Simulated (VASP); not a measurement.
# As10Se12S3 in VASP: a series of runs, part 2 of 2

VASP 6.6.1. The steps go on from the part before.

## 3. Single point, PBE+D3(BJ)

The input, INCAR:

```
SYSTEM = As10Se12S3
PREC = Accurate
ENCUT = 520
EDIFF = 1E-6
ISMEAR = -1
SIGMA = 0.1637
LREAL = Auto
LASPH = .TRUE.
NELM = 60
ALGO = Normal
ISIF = 2
LWAVE = .FALSE.
LCHARG = .FALSE.
GGA = PE
IVDW = 12
ISYM = 0
NBANDS = 88
```

The input, KPOINTS:

```
Automatic mesh
0
Gamma
  1 1 1
  0.25 0.25 0.25
```

The input, POSCAR:

```
As10Se12S3
1.0
    8.8186510000      0.2405820000      0.2922810000
    0.2405820000      8.9584340000      0.2205530000
    0.2922810000      0.2205530000      8.8565100000
As S Se
10 3 12
Direct
    0.0001455153      0.5686703649      0.6901745172
    0.2772072212      0.9978884830      0.9905955391
    0.7241003532      0.6753061303      0.5432621238
    0.0319135287      0.8702166250      0.5209721882
    0.5337880088      0.4440375378      0.4596275616
    0.5615184788      0.4891594011      0.1057049836
    0.7343639708      0.5591143368      0.8002764091
    0.9398460042      0.3028158127      0.6168381150
    0.2658680970      0.2389490328      0.8481126178
    0.5612824964      0.0363511460      0.4068554585
    0.5070397839      0.8211584719      0.1605617721
    0.2039480279      0.3577973107      0.5926520262
    0.3772693668      0.6489891301      0.2572011811
    0.8768107395      0.0684691005      0.4287232572
    0.0127034615      0.9118467022      0.9469165048
    0.7989301284      0.6035240124      0.1072837801
    0.7120200844      0.1029677743      0.1787224546
    0.5562843239      0.9092598019      0.8755586212
    0.3543678539      0.6074531692      0.9002749831
    0.3874383640      0.7001415585      0.5209467168
    0.9412227272      0.5411759028      0.4418627102
    0.1618744030      0.9767142348      0.3013376525
    0.1756987765      0.4045096774      0.0396675172
    0.5326453568      0.2610987332      0.7084888713
    0.3991204368      0.2232990838      0.2670047679
```

Potentials or basis: VASP PAW PBE potentials, release 64 (As, S, Se).

Launch:

```
$ cat potpaw_PBE.64/As/POTCAR potpaw_PBE.64/S/POTCAR potpaw_PBE.64/Se/POTCAR > POTCAR
$ mpirun -np 1 vasp_std > vasp.out
```

Run time: 1.8 min. Hardware: 1 thread of Intel Xeon 6975P-C (Granite Rapids), shared host; peak memory 0.67 GiB.

The run converged. Its results:

```
Free energy                : -98.9569 eV
Pressure                   : -1.1 GPa
Largest force              : 2.387 eV/Å
Band gap on the k mesh     : 0.13 eV
Dispersion energy per atom : -0.298 eV
```

Forces on the atoms (eV/Å):
```
As   1.288  0.404  1.912
As  -0.676 -1.414  0.456
As  -1.825  0.675 -0.180
As   0.392 -0.402  0.400
As   0.210 -0.103  1.056
As   0.211 -0.279 -0.148
As  -0.567  0.090  0.363
As   0.602  0.092 -0.112
As   0.233  0.745 -1.295
As  -0.026  0.506 -0.454
S   -0.201  0.461  0.176
S   -0.817 -0.808  0.069
S    0.138  0.772 -0.402
Se  -0.778  0.694 -0.232
Se   1.296  0.480 -0.116
Se  -0.361 -0.249 -0.191
Se   0.064 -0.191  0.164
Se  -0.783 -0.308 -0.122
Se  -0.226 -0.288  0.508
Se  -0.443 -0.582  0.470
Se   0.954 -1.063 -1.912
Se   0.508  0.159  0.220
Se   0.529  0.775 -0.652
Se   0.224  0.115 -0.462
Se   0.056 -0.280  0.483
```

Stress tensor (GPa, compression positive):
```
-1.27 -1.84  0.39
-1.84 -0.87  0.67
 0.39  0.67 -1.22
```

Levels at points of the mesh, in eV from the valence-band top:
```
           k point  band 68  band 69  band 70  band 71  band 72  band 73
(0.25, 0.25, 0.25)    -0.31    -0.15     0.00     0.13     0.26     0.31
```

Caveat: the k points lie up to 0.71 Å⁻¹ apart.

## 4. Single point, PBE+D3(BJ)

The input, INCAR:

```
PREC = Accurate
ENCUT = 520
EDIFF = 1E-7
ISMEAR = -1
SIGMA = 0.1637
LREAL = Auto
LASPH = T
NELM = 100
ALGO = Normal
ISIF = 2
LWAVE = F
LCHARG = T
GGA = PE
IVDW = 12
LELF = T
LVHAR = T
NBANDS = 88
ISYM = 0
```

KPOINTS is that of step 3.

The input, POSCAR:

```
As10Se12S3
1.0
    8.8186510000      0.2405820000      0.2922810000
    0.2405820000      8.9584340000      0.2205530000
    0.2922810000      0.2205530000      8.8565100000
As S Se
10 3 12
Direct
    0.0218959470      0.5982378942      0.7012669853
    0.2729152208      1.0069282698      0.9925417592
    0.7086892912      0.6693586790      0.5313442339
    0.0500221700      0.8779181027      0.5008011055
    0.5457657333      0.4524381728      0.4481919457
    0.5680163154      0.5007268865      0.0989954064
    0.7366339889      0.5406655376      0.8086654308
    0.9395401145      0.3151853219      0.6296294147
    0.2535278363      0.2320181835      0.8581573694
    0.5839600343      0.0190809125      0.4044181314
    0.4939428308      0.8257284400      0.1461304747
    0.1896415878      0.3462061423      0.5993515012
    0.3568613330      0.6863970612      0.2675085651
    0.8718766646      0.0623231319      0.4223406808
    0.0134744858      0.9260421059      0.9382243456
    0.7887366200      0.5772901897      0.1367567122
    0.7250355149      0.1231706833      0.1774497213
    0.5398764836      0.9377288288      0.8817953635
    0.3439304669      0.6182783716      0.8754609332
    0.3777252584      0.7018085082      0.5268706423
    0.9253274201      0.5368535411      0.4470257152
    0.1465411211      0.9845670570      0.2851053741
    0.1944704623      0.4060790473      0.0312150076
    0.5299081204      0.2745803076      0.6993651466
    0.4038503311      0.2145852934      0.2729035242
```

Launch:

```
$ cat potpaw_PBE.64/As/POTCAR potpaw_PBE.64/S/POTCAR potpaw_PBE.64/Se/POTCAR > POTCAR
$ mpirun -np 1 vasp_std > vasp.out
```

Run time: 1.8 min. Hardware: 1 thread of Intel Xeon 6975P-C (Granite Rapids), shared host; peak memory 0.67 GiB.

The run converged. Its results:

```yaml
Free_energy: -98.2681 eV
Pressure: 0.0 GPa
Largest_force: 3.001 eV/Å
Band_gap_on_the_k_mesh: 0.14 eV
Dispersion_energy_per_atom: -0.298 eV
```

Forces on the atoms (eV/Å):
```
As   0.059  0.036  0.266
As  -0.202 -2.490  1.074
As  -1.783  0.285  0.742
As   0.165 -1.469  1.940
As  -0.168  0.053  1.056
As  -2.386 -0.871 -0.367
As   0.275  0.359 -0.762
As  -0.665 -0.214  0.018
As   0.681  1.374 -2.580
As  -0.425  0.831 -0.977
S    0.576  0.774  0.038
S   -0.054 -0.068  0.160
S   -0.301 -0.805 -0.143
Se  -0.884  1.362  0.436
Se   0.981  0.258 -0.230
Se   2.244  0.704  0.354
Se  -0.489 -0.442  0.343
Se  -0.441 -0.019 -0.721
Se  -0.385 -0.340  0.180
Se  -0.722 -0.451  0.563
Se   2.029 -0.802 -0.482
Se   1.345  0.851 -1.015
Se   0.148  1.389  0.169
Se   0.231  0.111 -0.378
Se   0.171 -0.418  0.319
```

Stress tensor (GPa, compression positive):
```
 1.29 -1.16  0.41
-1.16 -0.34 -0.08
 0.41 -0.08 -0.82
```

Levels at points of the mesh, in eV from the valence-band top:
| k point | band 68 | band 69 | band 70 | band 71 | band 72 | band 73 |
| --- | --- | --- | --- | --- | --- | --- |
| (0.25, 0.25, 0.25) | -0.23 | -0.11 | 0.00 | 0.14 | 0.33 | 0.44 |

Caveat: the k points lie up to 0.71 Å⁻¹ apart.

## 5. Single point, PBE+D3(BJ)

The input, INCAR:

```
PREC     = Accurate       # precision mode
ENCUT    = 520            # plane-wave cutoff, eV
EDIFF    = 1E-7           # SCF threshold, eV
ISMEAR   = -1             # smearing method
SIGMA    = 0.1181         # smearing width, eV
LREAL    = Auto         
LASPH    = True           # aspherical terms in the spheres
NELM     = 80             # most SCF steps
ALGO     = Normal         # electronic algorithm
ISIF     = 2              # what is computed and relaxed
LWAVE    = False          # write WAVECAR
LCHARG   = False          # write CHGCAR
GGA      = PE             # functional
IVDW     = 12             # dispersion correction
NBANDS   = 88             # bands
ISYM     = 0
```

KPOINTS is that of step 4.

The input, POSCAR:

```
As10Se12S3
1.0
    8.8186510000      0.2405820000      0.2922810000
    0.2405820000      8.9584340000      0.2205530000
    0.2922810000      0.2205530000      8.8565100000
As S Se
10 3 12
Direct
    0.0292797385      0.6173121799      0.6918581965
    0.2694110332      0.0149138575      0.9803754501
    0.7119486328      0.6781034993      0.5500425315
    0.0654879084      0.8745710293      0.5172178278
    0.5349216457      0.4503582743      0.4443313109
    0.5647006763      0.4921572914      0.1175978974
    0.7403013692      0.5553699465      0.7873880871
    0.9389862388      0.3361341342      0.6224053009
    0.2467840037      0.2473332894      0.8465006674
    0.5804023804      0.0416160907      0.3935318605
    0.4959376459      0.8394806731      0.1082829318
    0.1786332994      0.3332680539      0.6166462423
    0.3475097164      0.6837322321      0.2743709788
    0.8731293432      0.0544507563      0.4270143211
    0.0059806475      0.9313368520      0.9417303016
    0.8048075791      0.5684865823      0.1364173489
    0.7190180019      0.1153810943      0.1854125443
    0.5296972084      0.9308326524      0.8769252941
    0.3452190710      0.6033301133      0.8831505591
    0.3847763361      0.6849590316      0.5432955440
    0.9282437970      0.5428447223      0.4516312794
    0.1631920780      0.9812991779      0.2748591238
    0.1898035408      0.3978180369      0.0384354638
    0.5247039722      0.2675759899      0.7148115128
    0.3988560080      0.2177525392      0.2720283714
```

Launch:

```
$ cat potpaw_PBE.64/As/POTCAR potpaw_PBE.64/S/POTCAR potpaw_PBE.64/Se/POTCAR > POTCAR
$ mpirun -np 1 vasp_std > vasp.out
```

It took 1.8 min on 1 thread of Intel Xeon 6975P-C (Granite Rapids), shared host; peak memory 0.67 GiB.

The run converged. Its results:

* Free energy: -98.0050 eV
* Pressure: 0.8 GPa
* Largest force: 3.366 eV/Å
* Band gap on the k mesh: 0.16 eV
* Dispersion energy per atom: -0.297 eV

Forces in eV/Å, atoms in the order of the input:
```
As  -0.102  0.867  0.664
As  -1.017 -2.017  0.736
As  -1.742  0.705 -0.918
As   0.234  0.490  0.462
As  -0.107 -0.036  0.763
As  -0.306  0.512  0.299
As   0.389 -0.292  1.121
As  -2.756 -1.721  0.879
As   1.221  0.223 -1.638
As  -1.299 -0.420  1.076
S    0.453 -0.080  1.134
S    1.770 -0.024 -1.029
S    0.279 -0.422  0.035
Se   0.401  0.524  0.524
Se   1.153  0.202 -0.295
Se  -0.144 -0.205 -0.083
Se   1.163  0.306 -1.352
Se   0.068 -0.071 -1.458
Se  -0.505 -0.165  0.072
Se  -0.802 -0.338 -0.037
Se   1.903  0.274 -2.036
Se   0.228 -0.198  0.706
Se  -0.064  1.781  0.437
Se  -0.158  0.043 -0.369
Se  -0.260  0.062  0.304
```

Stress tensor (GPa, compression positive):
```
 0.92 -1.51  0.03
-1.51  0.52 -0.66
 0.03 -0.66  1.07
```

Levels at points of the mesh, in eV from the valence-band top:
```
           k point  band 68  band 69  band 70  band 71  band 72  band 73
(0.25, 0.25, 0.25)    -0.36    -0.10     0.00     0.16     0.23     0.32
```

Caveat: the k points lie up to 0.71 Å⁻¹ apart.
